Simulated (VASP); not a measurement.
# ZnSe (Stilleite) (F-43m) in VASP: a series of runs, part 2 of 2

VASP 6.6.1. The steps go on from the part before.

### 5 Single point, PBEsol

This run uses another cell than the first one, of 23.21 Å³/atom, 1.020 times its volume.

INCAR reads:

```
SYSTEM = ZnSe
PREC     = Accurate       ! precision mode
ENCUT    = 520            ! plane-wave cutoff, eV
EDIFF    = 1E-7           ! SCF threshold, eV
ISMEAR   = -1             ! smearing method
SIGMA    = 0.05           ! smearing width, eV
LREAL    = .FALSE.        ! projectors in reciprocal space
LASPH    = .TRUE.         ! aspherical terms in the spheres
NELM     = 100            ! most SCF steps
ALGO     = Normal         ! electronic algorithm
ISIF     = 2              ! what is computed and relaxed
LWAVE    = .FALSE.        ! write WAVECAR
LCHARG   = .FALSE.        ! write CHGCAR
GGA      = PS             ! functional
NBANDS   = 16             ! bands
```

KPOINTS reads:

```
regular mesh
0
G
  8 8 8
  0 0 0
```

POSCAR reads:

```
ZnSe
1.0
    0.0000000000      2.8525674344      2.8525674344
    2.8525674344      0.0000000000      2.8525674344
    2.8525674344      2.8525674344      0.0000000000
Se Zn
1 1
Direct
    0.7500000000      0.7500000000      0.7500000000
    0.0000000000      0.0000000000      0.0000000000
```

Potentials or basis: VASP PAW PBE potentials, release 64 (Se, Zn).

On the command line:

```bash
$ cat potpaw_PBE.64/Se/POTCAR potpaw_PBE.64/Zn/POTCAR > POTCAR
$ mpirun -np 1 vasp_std > vasp.out
```

OUTCAR:

```text
SYSTEM = ZnSe
   PREC = Accurate
   ENCUT = 520
   EDIFF = 1E-7
   ISMEAR = -1
   LREAL = .FALSE.
   LASPH = .TRUE.
   NELM = 100
   ISIF = 2
   GGA = PS

 ion  position               nearest neighbor table
   1  0.750  0.750  0.750-   2 2.47   2 2.47   2 2.47   2 2.47
   2  0.000  0.000  0.000-   1 2.47   1 2.47   1 2.47   1 2.47

  LATTYP: Found a face centered cubic cell.
 ALAT       =     5.7051348688

  Lattice vectors:

 A1 = (   0.0000000000,   2.8525674344,   2.8525674344)
 A2 = (   2.8525674344,   0.0000000000,   2.8525674344)
 A3 = (   2.8525674344,   2.8525674344,   0.0000000000)

Analysis of symmetry for initial positions (statically):
=====================================================================
 Subroutine PRICEL returns:
 Original cell was already a primitive cell.

 Routine SETGRP: Setting up the symmetry group for a
 face centered cubic supercell.

 Subroutine GETGRP returns: Found 24 space group operations
 (whereof 24 operations were pure point group operations)
 out of a pool of 48 trial point group operations.

The static configuration has the point symmetry T_d .
[... 158 lines left out ...]

  energy without entropy =       -6.76326410  energy(sigma->0) =       -6.76326418

 E-fermi :   1.9024     XC(G=0):  -9.4362

 val. band max:        1.3208141278   @ k =   0.0000   0.0000   0.0000
 cond. band min:       2.4140315159   @ k =   0.0000   0.0000   0.0000
 fundamental gap:      1.0932173881
 Fermi energy:         1.9024188118

 k-point     1 :       0.0000    0.0000    0.0000
  band No.  band energies     occupation
      1     -11.8396      2.00000
      2      -5.1638      2.00000
      3      -5.1638      2.00000
      4      -5.1638      2.00000
      5      -4.8098      2.00000
      6      -4.8098      2.00000
[... 433 lines left out ...]
      3      -5.0288      2.00000
      4      -4.8403      2.00000
      5      -4.8031      2.00000
      6      -4.6095      2.00000
[... 8 lines left out ...]
     15      13.8698      0.00000
     16      14.6803      0.00000

 [... further k-points ...]

------------------------ aborting loop because EDIFF is reached ----------------------------------------

  FORCE on cell =-STRESS in cart. coord.  units (eV):
  Direction    XX          YY          ZZ          XY          YZ          ZX
  --------------------------------------------------------------------------------------
  -------------------------------------------------------------------------------------
  Total       -0.5880466     -0.5880466     -0.5880466      0.0000000      0.0000000      0.0000000
  in kB      -20.2947895    -20.2947895    -20.2947895      0.0000000      0.0000000      0.0000000
  external PRESSURE =     -20.2947895 kB  Pullay stress =       0.0000000 kB

 VOLUME and BASIS-vectors are now :
 -----------------------------------------------------------------------------
  energy-cutoff  :      520.00
  volume of cell :       46.42
      direct lattice vectors                 reciprocal lattice vectors
     0.000000000  2.852567434  2.852567434    -0.175280694  0.175280694  0.175280694
     2.852567434  0.000000000  2.852567434     0.175280694 -0.175280694  0.175280694
     2.852567434  2.852567434  0.000000000     0.175280694  0.175280694 -0.175280694

 POSITION                                       TOTAL-FORCE (eV/Angst)
 -----------------------------------------------------------------------------------
      4.27885      4.27885      4.27885        -0.000000     -0.000000     -0.000000
      0.00000      0.00000      0.00000         0.000000      0.000000      0.000000
 -----------------------------------------------------------------------------------
    total drift:                                0.000000      0.000000      0.000000

  FREE ENERGIE OF THE ION-ELECTRON SYSTEM (eV)
  ---------------------------------------------------
  free  energy   TOTEN  =        -6.7632642697 eV

  energy  without entropy=       -6.7632640960  energy(sigma->0) =       -6.76326418
```

OSZICAR:

```text
N       E                     dE             d eps       ncg     rms          rms(c)
DAV:   1     0.863895658396E+02    0.86390E+02   -0.87344E+03   928   0.127E+03
DAV:   2    -0.147961558748E+01   -0.87869E+02   -0.81584E+02  1040   0.247E+02
DAV:   3    -0.702255623325E+01   -0.55429E+01   -0.55234E+01  1160   0.611E+01
DAV:   4    -0.706687132152E+01   -0.44315E-01   -0.44311E-01  1072   0.591E+00
DAV:   5    -0.706708846851E+01   -0.21715E-03   -0.21715E-03  1200   0.375E-01    0.449E+00
DAV:   6    -0.678463889043E+01    0.28245E+00   -0.62519E-01  1248   0.266E+01    0.352E+00
DAV:   7    -0.676595848637E+01    0.18680E-01   -0.15827E-01  1064   0.370E+00    0.153E+00
DAV:   8    -0.676339979698E+01    0.25587E-02   -0.37764E-03  1192   0.636E-01    0.414E-01
DAV:   9    -0.676321513356E+01    0.18466E-03   -0.82619E-04  1096   0.287E-01    0.649E-02
DAV:  10    -0.676327462503E+01   -0.59491E-04   -0.19162E-04  1184   0.162E-01    0.213E-02
DAV:  11    -0.676326374487E+01    0.10880E-04   -0.33921E-05  1280   0.815E-02    0.362E-03
DAV:  12    -0.676326415374E+01   -0.40888E-06   -0.54335E-06  1136   0.154E-02    0.203E-03
DAV:  13    -0.676326426971E+01   -0.11596E-06   -0.19844E-07  1184   0.361E-03    0.806E-04
DAV:  14    -0.676326426969E+01    0.14325E-10   -0.18586E-08   848   0.104E-03
   1 F= -.67632643E+01 E0= -.67632642E+01  d E =-.173667E-06
```

It used 23 s of CPU time on 1 thread of Intel Xeon 6975P-C (shared host).

Results:

```yaml
Free_energy: -6.7633 eV
Pressure: -2.0 GPa
Band_gap_on_the_k_mesh: 1.09 eV, direct
```

Caveat: the PAW data sets were made with another functional, which shifts forces and pressure a little.

### 6 The runs side by side

| task | level | spin | cell | k mesh | cutoff (eV) | grid for exact exchange (PRECFOCK) | gap on the mesh (eV) | pressure (GPa) |
| --- | --- | --- | --- | --- | --- | --- | --- | --- |
| single point | PBEsol | non-collinear, zero start, SOC | a = 4.008 Å, angles 60.0°, 2 atoms | 6 × 6 × 6 | 520 | - | - | -0.8 |
| single point | B3LYP | off | a = 4.094 Å, angles 60.0°, 2 atoms | 4 × 4 × 4 | 520 | Normal | 2.43 | 0.0 |
| relaxation of cell and atoms | B3LYP | off | relaxed from a = 4.008 Å, angles 60.0°, 2 atoms | 4 × 4 × 4 | 600 | Normal | 2.43 | 0.0 |
| single point | PBEsol | off | a = 4.034 Å, angles 60.0°, 2 atoms | 8 × 8 × 8 | 520 | - | 1.09 | -2.0 |

Alike in all rows: potentials or basis VASP PAW PBE potentials, release 64 (Se, Zn); smearing fermi-dirac 0.05 eV.

Caveats: some runs use coarse meshes; the PAW data sets were made with another functional, which shifts forces and pressure a little.

Total energies depend on the potentials used, so only differences within one code and one set of settings carry meaning.

### 7 How close it comes

Step 5. A measured gap of ZnSe is 2.695 eV (an exciton energy, a little under the gap; 300 K; “Alloy Disordering Effects on the Thermal Conductivity and Energy Gap Temperature Dependence of Cd1−xZnxSe Ternary Crystals Grown by the Bridgman Method”, 2023, pmc:10253836); the calculated 1.09 eV misses it by -1.60 eV. So large a miss can be the level of theory's own, or it may mean another phase, state or a wrong row. Spin-orbit coupling on Se is left out. The value is that of PBEsol, without temperature or zero-point motion. Semilocal functionals fall short of measured gaps as a rule.
